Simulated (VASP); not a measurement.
## NaAl2O3: single point with PBE

Crystal: NaAl2O3.

```
Na Al O
1.0
     2.64568   -4.60392    0.25629
     2.64568    4.60392    0.25629
    -0.33097    0.00000    3.39358
Na Al O
1 2 3
Cartesian
  3.0964 0.0000 1.3587
  2.9309 -3.0693 3.0555
  2.9309 3.0693 3.0555
  2.0118 -1.5993 2.9668
  2.0118 1.5993 2.9668
  4.7691 0.0000 3.2330
```

```json
{
 "Program": "VASP 6.6.1",
 "Task": "single point",
 "Functional": "PBE",
 "Potentials or basis": "VASP PAW PBE potentials, release 64 (Na_pv, Al, O)",
 "Cutoff": "520 eV",
 "k mesh": "8 × 8 × 8",
 "Occupations": "gaussian, width 0.1 eV",
 "Spin": "no spin polarisation"
}
```

The pressure is 3.8 GPa, the largest force is 0.017 eV/Å and the band gap on the k mesh is zero (an odd number of electrons rules out a gap without spin polarisation).

Forces on the atoms (eV/Å):
```
Na   0.000  0.000  0.000
Al   0.000  0.000  0.000
Al   0.000  0.000  0.000
O    0.008  0.015  0.001
O    0.008 -0.015  0.001
O   -0.017  0.000 -0.001
```

Stress tensor (GPa, compression positive):
```
3.91 0.00 0.04
0.00 3.92 0.00
0.04 0.00 3.56
```

Levels at points of the mesh, in eV from the Fermi level:
| k point | band 11 | band 12 | band 13 | band 14 | band 15 | band 16 | band 17 | band 18 | band 19 | band 20 |
| --- | --- | --- | --- | --- | --- | --- | --- | --- | --- | --- |
| (0.00, 0.00, 0.00) | -5.44 | -5.33 | -5.33 | -4.63 | -4.63 | -2.45 | 2.16 | 4.46 | 4.46 | 6.21 |
| (0.50, 0.00, 0.00) | -5.55 | -5.19 | -5.13 | -4.93 | -4.68 | -0.70 | 0.27 | 3.02 | 4.00 | 5.96 |
| (0.50, 0.50, 0.00) | -5.55 | -5.19 | -5.13 | -4.93 | -4.68 | -0.70 | 0.27 | 3.02 | 4.00 | 5.96 |
| (0.00, 0.00, 0.50) | -5.83 | -5.57 | -5.57 | -5.25 | -5.25 | 0.25 | 1.57 | 2.27 | 3.92 | 3.92 |
| (0.50, 0.00, 0.50) | -6.42 | -6.28 | -5.73 | -5.41 | -5.08 | 0.33 | 0.94 | 3.94 | 4.27 | 5.01 |
| (0.50, 0.50, 0.50) | -6.42 | -6.28 | -5.73 | -5.41 | -5.08 | 0.33 | 0.94 | 3.94 | 4.27 | 5.01 |

Wall time 2.5 min on 1 thread of AMD EPYC 9R45 (Zen 5) (shared host), peak memory 0.34 GiB.

Caveat: the cell stands under pressure; an odd number of electrons without spin polarisation forces a metal; a magnetic or distorted state may lie lower.
